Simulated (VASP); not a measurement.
# ZnS (F-43m) in VASP: notebook

The runs below take ZnS through single point, with BLYP, revPBE.

Everything below comes from runs of VASP 6.6.1. Logs are shortened: lines on timing, memory, paths and dates and some standing lists are left out, and cuts for length are marked.

**1. The cell of the first run**

It takes space group F-43m (No. 216, cubic). Conventional cell: a = 5.404 Å, b = 5.404 Å, c = 5.404 Å, α = 90.00°, β = 90.00°, γ = 90.00°. Zn (site symmetry -43m) has 4 S at 2.34 Å within 3.1 Å. S (site symmetry -43m) has 4 Zn at 2.34 Å within 3.1 Å.

**2. Single point, BLYP**

INCAR

```
SYSTEM = ZnS
PREC     = Accurate       ! precision mode
ENCUT    = 520            ! plane-wave cutoff, eV
EDIFF    = 1E-6           ! SCF threshold, eV
ISMEAR   = 0              ! smearing method
SIGMA    = 0.01           ! smearing width, eV
LREAL    = .False.        ! projectors in reciprocal space
LASPH    = .True.         ! aspherical terms in the spheres
NELM     = 60             ! most SCF steps
ALGO     = Normal         ! electronic algorithm
ISIF     = 2              ! what is computed and relaxed
LWAVE    = .False.        ! write WAVECAR
LCHARG   = .True.         ! write CHGCAR
GGA      = B5             ! functional
ALDAX    = 1.0          
AGGAX    = 1.0          
AGGAC    = 1.0          
ALDAC    = 0.0          
LELF     = .True.         ! ELF
LVHAR    = .True.       
NBANDS   = 16             ! bands
```

KPOINTS

```
regular mesh
0
Gamma
  6 6 6
  0 0 0
```

POSCAR

```
ZnS
1.0
    0.0000000000      2.7020000000      2.7020000000
    2.7020000000      0.0000000000      2.7020000000
    2.7020000000      2.7020000000      0.0000000000
Zn S
1 1
Direct
    0.2500000000      0.2500000000      0.2500000000
    0.0000000000      0.0000000000      0.0000000000
```

Potentials or basis: VASP PAW PBE potentials, release 64 (Zn, S).

The run is started by

```sh
$ cat potpaw_PBE.64/Zn/POTCAR potpaw_PBE.64/S/POTCAR > POTCAR
$ mpirun -np 1 vasp_std > vasp.out
```

OUTCAR:

```text
SYSTEM = ZnS
   PREC = Accurate
   ENCUT = 520
   EDIFF = 1E-6
   ISMEAR = 0
   LREAL = .False.
   LASPH = .True.
   NELM = 60
   ISIF = 2
   GGA = B5

 ion  position               nearest neighbor table
   1  0.250  0.250  0.250-   2 2.34   2 2.34   2 2.34   2 2.34
   2  0.000  0.000  0.000-   1 2.34   1 2.34   1 2.34   1 2.34

  LATTYP: Found a face centered cubic cell.
 ALAT       =     5.4040000000

  Lattice vectors:

 A1 = (   0.0000000000,   2.7020000000,   2.7020000000)
 A2 = (   2.7020000000,   0.0000000000,   2.7020000000)
 A3 = (   2.7020000000,   2.7020000000,   0.0000000000)

Analysis of symmetry for initial positions (statically):
=====================================================================
 Subroutine PRICEL returns:
 Original cell was already a primitive cell.

 Routine SETGRP: Setting up the symmetry group for a
 face centered cubic supercell.

 Subroutine GETGRP returns: Found 24 space group operations
 (whereof 24 operations were pure point group operations)
 out of a pool of 48 trial point group operations.

The static configuration has the point symmetry T_d .

Analysis of symmetry for dynamics (positions and initial velocities):
=====================================================================
 Subroutine PRICEL returns:
 Original cell was already a primitive cell.

 Routine SETGRP: Setting up the symmetry group for a
 face centered cubic supercell.

 Subroutine GETGRP returns: Found 24 space group operations
 (whereof 24 operations were pure point group operations)
 out of a pool of 48 trial point group operations.

The dynamic configuration has the point symmetry T_d .

 Subroutine INISYM returns: Found 24 space group operations
 (whereof 24 operations are pure point group operations),
 and found     1 'primitive' translations

----------------------------------------------------------------------------------------

                                     Primitive cell

  volume of cell :      39.4535

  direct lattice vectors                    reciprocal lattice vectors
     0.000000000  2.702000000  2.702000000    -0.185048113  0.185048113  0.185048113
     2.702000000  0.000000000  2.702000000     0.185048113 -0.185048113  0.185048113
     2.702000000  2.702000000  0.000000000     0.185048113  0.185048113 -0.185048113

  length of vectors
     3.821205046  3.821205046  3.821205046     0.320512733  0.320512733  0.320512733

  position of ions in fractional coordinates (direct lattice)
     0.250000000  0.250000000  0.250000000
     0.000000000  0.000000000  0.000000000

  ion indices of the primitive-cell ions
   primitive index   ion index
                 1           1
                 2           2

----------------------------------------------------------------------------------------

 KPOINTS: regular mesh

Automatic generation of k-mesh.
 Grid dimensions read from file:
 generate k-points for:    6    6    6

 Generating k-lattice:

  Cartesian coordinates                     Fractional coordinates (reciprocal lattice)
    -0.030841352  0.030841352  0.030841352     0.166666667  0.000000000  0.000000000
     0.030841352 -0.030841352  0.030841352     0.000000000  0.166666667  0.000000000
     0.030841352  0.030841352 -0.030841352     0.000000000  0.000000000  0.166666667

  Length of vectors
     0.053418789  0.053418789  0.053418789

  Shift w.r.t. Gamma in fractional coordinates (k-lattice)
     0.000000000  0.000000000  0.000000000

 Subroutine IBZKPT returns following result:
 ===========================================

 Found     16 irreducible k-points:

 Following reciprocal coordinates:
            Coordinates               Weight
  0.000000  0.000000  0.000000      1.000000
  0.166667  0.000000  0.000000      8.000000
  0.333333  0.000000  0.000000      8.000000
  0.500000  0.000000  0.000000      4.000000
  0.166667  0.166667  0.000000      6.000000
  0.333333  0.166667  0.000000     24.000000
[... 8 lines left out ...]
 -0.333333  0.333333  0.166667     24.000000
 -0.333333  0.500000  0.166667     12.000000
   k-points           NKPTS =     16   k-points in BZ     NKDIM =     16   number of bands    NBANDS=     16
   number of dos      NEDOS =    301   number of ions     NIONS =      2
   total plane-waves  NPLWV =  21952
   dimension x,y,z NGX =    28 NGY =   28 NGZ =   28
   dimension x,y,z NGXF=    56 NGYF=   56 NGZF=   56
   ions per type =               1   1
   NGX,Y,Z   is equivalent  to a cutoff of  12.18, 12.18, 12.18 a.u.
   NGXF,Y,Z  is equivalent  to a cutoff of  24.36, 24.36, 24.36 a.u.
 SYSTEM =  ZnS
   PREC   = accura    normal or accurate (medium, high low for compatibility)
   ISTART =      0    job   : 0-new  1-cont  2-samecut
   ICHARG =      2    charge: 1-file 2-atom 10-const
   ISPIN  =      1    spin polarized calculation?
   LNONCOLLINEAR =      F non collinear calculations
   LSORBIT =      F    spin-orbit coupling
   LASPH  =      T    aspherical Exc in radial PAW
   ENCUT  =  520.0 eV  38.22 Ry    6.18 a.u.   7.10  7.10  7.10*2*pi/ulx,y,z
   NELM   =     60;   NELMIN=  2; NELMDL= -5     # of ELM steps
   EDIFF  = 0.1E-05   stopping-criterion for ELM
   LREAL  =      F    real-space projection
   EDIFFG = 0.1E-04   stopping-criterion for IOM
   NSW    =      0    number of steps for IOM
   IBRION =     -1    ionic relax: 0-MD 1-quasi-New 2-CG
   NFREE  =      0    steps in history (QN), initial steepest desc. (CG)
   ISIF   =      2    stress and relaxation
   ISYM   =      2    0-nonsym 1-usesym 2-fastsym
   POTIM  = 0.5000    time-step for ionic-motion
   TEBEG  =    0.0;   TEEND  =   0.0 temperature during run
   PSTRESS=    0.0 pullay stress
   NELECT =      18.0000    total number of electrons
   NUPDOWN=      -1.0000    fix difference up-down
   EMIN   =  10.00;   EMAX   =-10.00  energy-range for DOS
   EFERMI =   0.00;   METHOD = LEGACY
   ISMEAR =     0;   SIGMA  =   0.01  broadening in eV -4-tet -1-fermi 0-gaus
   EFERMI_NEDOS =   21; number of points for ismear=-14 and -15
   IALGO  =     38    algorithm
   IMIX   =      4    mixing-type and parameters
     AMIX     =   0.40;   BMIX     =  1.00
     AMIX_MAG =   1.60;   BMIX_MAG =  1.00
  volume/ion in A,a.u.               =      19.73       133.12
  Fermi-wavevector in a.u.,A,eV,Ry     =   1.260290  2.381602 21.610537  1.588330
  Thomas-Fermi vector in A             =   2.393807
   LORBIT       =      0    0 simple, 1 ext, 2 COOP (PROOUT), +10 PAW based schemes
   GGA     = B5    functional components
   LHFCALC =     F    Hartree Fock is set to
   AEXX    =    0.0000 exact exchange contribution
   IVDW    =     0    specifies the selected vdW correction
   LEPSILON=     F    determine dielectric tensor
   LRPA    =     F    only Hartree local field effects (RPA)
 non-spin polarized calculation
 Gauss-broadening in eV      SIGMA  =   0.01
  energy-cutoff  :      520.00
  volume of cell :       39.45
 maximum number of plane-waves:      1073
   NGX = 15   NGY = 15   NGZ = 15

 number of electron      18.0000000 magnetization

 Free energy of the ion-electron system (eV)
  ---------------------------------------------------
  ext. energy  EPLUGINS =         0.00000000
  ---------------------------------------------------
  free energy    TOTEN  =        -5.77812794 eV

  energy without entropy =       -5.77812794  energy(sigma->0) =       -5.77812794

 E-fermi :   2.5445     XC(G=0):  -9.1141

 val. band max:        2.4806238388   @ k =   0.0000   0.0000   0.0000
 cond. band min:       4.6048921002   @ k =   0.0000   0.0000   0.0000
 fundamental gap:      2.1242682614
 Fermi energy:         2.5444789185

 k-point     1 :       0.0000    0.0000    0.0000
  band No.  band energies     occupation
      1     -10.6229      2.00000
      2      -3.9540      2.00000
      3      -3.9540      2.00000
      4      -3.9540      2.00000
      5      -3.4721      2.00000
      6      -3.4721      2.00000
[... 8 lines left out ...]
     15      14.3525      0.00000
     16      14.4794      0.00000

 k-point     2 :       0.1667    0.0000    0.0000
  band No.  band energies     occupation
      1     -10.4232      2.00000
      2      -3.9405      2.00000
      3      -3.9195      2.00000
      4      -3.9195      2.00000
      5      -3.4738      2.00000
      6      -3.4738      2.00000
[... 8 lines left out ...]
     15      13.5855      0.00000
     16      15.3510      0.00000

 k-point     3 :       0.3333    0.0000    0.0000
  band No.  band energies     occupation
      1      -9.9717      2.00000
      2      -3.8618      2.00000
      3      -3.8618      2.00000
      4      -3.7676      2.00000
      5      -3.4605      2.00000
      6      -3.4605      2.00000
[... 8 lines left out ...]
     15      14.1787      0.00000
     16      14.5439      0.00000

 k-point     4 :       0.5000    0.0000    0.0000
  band No.  band energies     occupation
      1      -9.7115      2.00000
      2      -3.8412      2.00000
      3      -3.8412      2.00000
      4      -3.4426      2.00000
      5      -3.4426      2.00000
      6      -3.2658      2.00000
[... 8 lines left out ...]
     15      15.9807      0.00000
     16      15.9807      0.00000
[... 172 lines left out ...]
 k-point    14 :       0.5000    0.3333    0.1667
  band No.  band energies     occupation
      1      -9.6587      2.00000
      2      -3.8481      2.00000
      3      -3.7770      2.00000
      4      -3.6567      2.00000
      5      -3.4480      2.00000
      6      -3.3918      2.00000
[... 8 lines left out ...]
     15      16.4886      0.00000
     16      17.1125      0.00000

 k-point    15 :      -0.3333    0.3333    0.1667
  band No.  band energies     occupation
      1      -9.4818      2.00000
      2      -3.8148      2.00000
      3      -3.7373      2.00000
      4      -3.5213      2.00000
      5      -3.4786      2.00000
      6      -3.1557      2.00000
[... 8 lines left out ...]
     15      16.2986      0.00000
     16      16.9686      0.00000

 k-point    16 :      -0.3333    0.5000    0.1667
  band No.  band energies     occupation
      1      -9.4003      2.00000
      2      -3.8453      2.00000
      3      -3.6701      2.00000
      4      -3.5800      2.00000
      5      -3.4486      2.00000
      6      -3.1168      2.00000
[... 8 lines left out ...]
     15      16.4479      0.00000
     16      17.4195      0.00000

------------------------ aborting loop because EDIFF is reached ----------------------------------------

  FORCE on cell =-STRESS in cart. coord.  units (eV):
  Direction    XX          YY          ZZ          XY          YZ          ZX
  --------------------------------------------------------------------------------------
  -------------------------------------------------------------------------------------
  Total        1.3589371      1.3589371      1.3589371      0.0000000      0.0000000      0.0000000
  in kB       55.1853624     55.1853624     55.1853624      0.0000000      0.0000000      0.0000000
  external PRESSURE =      55.1853624 kB  Pullay stress =       0.0000000 kB

 VOLUME and BASIS-vectors are now :
 -----------------------------------------------------------------------------
  energy-cutoff  :      520.00
  volume of cell :       39.45
      direct lattice vectors                 reciprocal lattice vectors
     0.000000000  2.702000000  2.702000000    -0.185048113  0.185048113  0.185048113
     2.702000000  0.000000000  2.702000000     0.185048113 -0.185048113  0.185048113
     2.702000000  2.702000000  0.000000000     0.185048113  0.185048113 -0.185048113

 POSITION                                       TOTAL-FORCE (eV/Angst)
 -----------------------------------------------------------------------------------
      1.35100      1.35100      1.35100         0.000000      0.000000      0.000000
      0.00000      0.00000      0.00000        -0.000000     -0.000000     -0.000000
 -----------------------------------------------------------------------------------
    total drift:                               -0.000000     -0.000000     -0.000000

  FREE ENERGIE OF THE ION-ELECTRON SYSTEM (eV)
  ---------------------------------------------------
  free  energy   TOTEN  =        -5.7781279423 eV

  energy  without entropy=       -5.7781279423  energy(sigma->0) =       -5.77812794
```

It took 16 s on 1 thread of Intel Xeon Platinum 8259CL at 2.50GHz (Skylake/Cascade Lake), shared host; peak memory 0.15 GiB.

Results:

```yaml
Free_energy: -5.7781 eV
Pressure: 5.5 GPa
Band_gap_on_the_k_mesh: 2.12 eV, direct
```

Caveat: the PAW data sets were made with another functional, which shifts forces and pressure a little.

**3. Single point, revPBE**

INCAR

```
SYSTEM = ZnS
PREC     = Accurate       ! precision mode
ENCUT    = 520            ! plane-wave cutoff, eV
EDIFF    = 1E-6           ! SCF threshold, eV
ISMEAR   = 0              ! smearing method
SIGMA    = 0.01           ! smearing width, eV
LREAL    = .FALSE.        ! projectors in reciprocal space
LASPH    = .TRUE.         ! aspherical terms in the spheres
NELM     = 100            ! most SCF steps
ALGO     = Normal         ! electronic algorithm
ISIF     = 2              ! what is computed and relaxed
LWAVE    = .FALSE.        ! write WAVECAR
LCHARG   = .TRUE.         ! write CHGCAR
GGA      = RE             ! functional
LELF     = .TRUE.         ! ELF
LVHAR    = .TRUE.       
NBANDS   = 16             ! bands
```

KPOINTS

```
Automatic mesh
0
G
  6 6 6
  0 0 0
```

POSCAR is that of step 2.

Potentials or basis: VASP PAW PBE potentials, release 64 (Zn, S).

The run is started by

```sh
$ cat potpaw_PBE.64/Zn/POTCAR potpaw_PBE.64/S/POTCAR > POTCAR
$ mpirun -np 1 vasp_std > vasp.out
```

It took 10 s on 1 thread of Intel Xeon Platinum 8259CL at 2.50GHz (Skylake/Cascade Lake), shared host; peak memory 0.15 GiB.

Results (log left out):

| Item | Value |
| --- | --- |
| Free energy | -6.2602 eV |
| Pressure | 3.6 GPa |
| Band gap on the k mesh | 2.24 eV, direct |

Levels at points of the mesh, in eV from the valence-band top:
| k point | band 5 | band 6 | band 7 | band 8 | band 9 | band 10 | band 11 | band 12 | band 13 | band 14 |
| --- | --- | --- | --- | --- | --- | --- | --- | --- | --- | --- |
| (0.00, 0.00, 0.00) | -5.81 | -5.81 | 0.00 | 0.00 | 0.00 | 2.24 | 6.43 | 6.43 | 6.43 | 11.74 |
| (0.50, 0.00, 0.00) | -5.77 | -5.60 | -5.25 | -0.86 | -0.86 | 3.40 | 6.97 | 6.97 | 9.02 | 12.34 |
| (0.50, 0.50, 0.00) | -5.73 | -5.59 | -4.53 | -2.21 | -2.21 | 3.51 | 4.15 | 11.11 | 12.03 | 12.03 |

Caveat: the PAW data sets were made with another functional, which shifts forces and pressure a little.
